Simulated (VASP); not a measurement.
Input of a VASP 6.6.1 run:

File INCAR:

```
SYSTEM = BaTiO3
ALGO = Normal
EDIFF = 1E-6
EDIFFG = -0.01
ENCUT = 600
GGA = PE
IBRION = 2
ISIF = 4
ISMEAR = 0
LASPH = .True.
LCHARG = .False.
LREAL = .False.
LWAVE = .False.
NELM = 100
NSW = 50
PREC = Accurate
SIGMA = 0.02
```

KPOINTS

```
k-points
0
Gamma
  8 8 8
  0 0 0
```

The input POSCAR:

```
BaTiO3
1.0
    4.0177686379      0.0000000000      0.0000000000
    0.0000000000      4.0177686379      0.0000000000
    0.0000000000      0.0000000000      4.5479333043
Ba Ti O
1 1 3
Direct
    0.0000000000      0.0000000000     -0.0349314207
    0.5000000000      0.5000000000      0.4595549383
    0.5000000000      0.5000000000      0.0624371887
    0.5000000000      0.0000000000      0.5279696469
    0.0000000000      0.5000000000      0.5279696469
```

Potentials or basis: VASP PAW PBE potentials, release 64 (Ba_sv, Ti_sv, O).

Command:

```sh
$ cat potpaw_PBE.64/Ba_sv/POTCAR potpaw_PBE.64/Ti_sv/POTCAR potpaw_PBE.64/O/POTCAR > POTCAR
$ mpirun -np 1 vasp_std > vasp.out
```

Problem. Predict the band gap on the k mesh.

Solution. 1.80 eV (least direct gap 2.55 eV).

Stress tensor (GPa, compression positive):
```
-3.72  0.00  0.00
 0.00 -3.72  0.00
 0.00  0.00 -3.60
```

Caveat: spin-orbit coupling is left out, which moves the levels of the heavy elements. A k mesh can miss the band edges.
